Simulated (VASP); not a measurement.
Input of a VASP 6.6.1 run:

File INCAR:

```
ALGO     = Normal         # electronic algorithm
EDIFF    = 1E-7           # SCF threshold, eV
ENCUT    = 520            # plane-wave cutoff, eV
GGA      = PS             # functional
ISIF     = 2              # what is computed and relaxed
ISMEAR   = 0              # smearing method
LASPH    = True           # aspherical terms in the spheres
LCHARG   = False          # write CHGCAR
LREAL    = False          # projectors in reciprocal space
LWAVE    = False          # write WAVECAR
NBANDS   = 16             # bands
NELM     = 80             # most SCF steps
PREC     = Accurate       # precision mode
SIGMA    = 0.05           # smearing width, eV
```

File KPOINTS:

```
k-points
0
Gamma
  12 12 12
```

POSCAR

```
GaAs
1.0
    0.0000000000      2.8655787852      2.7509556338
    2.8655787852      0.0000000000      2.7509556338
    2.8655787852      2.8655787852      0.0000000000
Ga As
1 1
Direct
    0.0000000000      0.0000000000      0.0000000000
    0.7500000000      0.7500000000      0.7500000000
```

Potentials or basis: VASP PAW PBE potentials, release 64 (Ga_d, As).

Command:

```sh
$ cat potpaw_PBE.64/Ga_d/POTCAR potpaw_PBE.64/As/POTCAR > POTCAR
$ mpirun -np 1 vasp_std > vasp.out
```

Question: Predict the band gap on the k mesh.

Answer: 0.30 eV, direct.

Question: Estimate the pressure.

Answer: 0.3 GPa.

Stress tensor (GPa, compression positive):
```
-0.42  0.00  0.00
 0.00 -0.42  0.00
 0.00  0.00  1.85
```

Caveat: the PAW data sets were made with another functional, which shifts forces and pressure a little. A k mesh can miss the band edges.
